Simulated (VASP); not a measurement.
Wanted: the native input for a VASP 6.6.1 run.

```yaml
Task: single point
Functional: PBEsol
Potentials_or_basis: VASP PAW PBE potentials, release 64 (Al, Ru_pv)
Cutoff: 520 eV
k_mesh: 16 × 16 × 16
Occupations: gaussian, width 0.15 eV
Spin: no spin polarisation
Dipole_correction: no
Further_INCAR_settings: ALGO = Fast; EDIFF = 1e-06; NBANDS = 16
```

The structure of AlRu lies in POSCAR:

```
AlRu
1.0
    2.9916000000      0.0000000000      0.0000000000
    0.0000000000      2.9916000000      0.0000000000
    0.0000000000      0.0000000000      2.9916000000
Al Ru
1 1
Direct
   -0.0877456879      0.0000000000      0.0000000000
    0.5000000000      0.5000000000      0.5000000000
```

This cell differs from its parent crystal: all Al atoms moved +0.263 Å, as atom 1 towards its neighbour atom 1 (Al) at 2.992 Å.

One way to write it, as run:

INCAR

```
SYSTEM = AlRu
PREC = Accurate
ENCUT = 520
EDIFF = 1E-6
ISMEAR = 0
SIGMA = 0.15
LREAL = .FALSE.
LASPH = .TRUE.
NELM = 80
ALGO = Fast
ISIF = 2
LWAVE = .FALSE.
LCHARG = .FALSE.
GGA = PS
NBANDS = 16
```

KPOINTS

```
regular mesh
0
G
  16 16 16
  0 0 0
```

Potentials or basis: VASP PAW PBE potentials, release 64 (Al, Ru_pv).

Command:

```bash
$ cat potpaw_PBE.64/Al/POTCAR potpaw_PBE.64/Ru_pv/POTCAR > POTCAR
$ mpirun -np 1 vasp_std > vasp.out
```

It gave:

- Pressure: 2.0 GPa
- Largest force: 1.980 eV/Å
- Band gap on the k mesh: zero (an odd number of electrons rules out a gap without spin polarisation)

Caveat: the cell differs from its parent crystal (all Al atoms moved +0.263 Å, as atom 1 towards its neighbour atom 1 (Al) at 2.992 Å); the stress differs along the axes, from -2 to 4 GPa; the PAW data sets were made with another functional, which shifts forces and pressure a little.

Run time: 2.6 min on 1 thread of Intel Xeon 8259CL (shared host), peak memory 0.28 GiB.
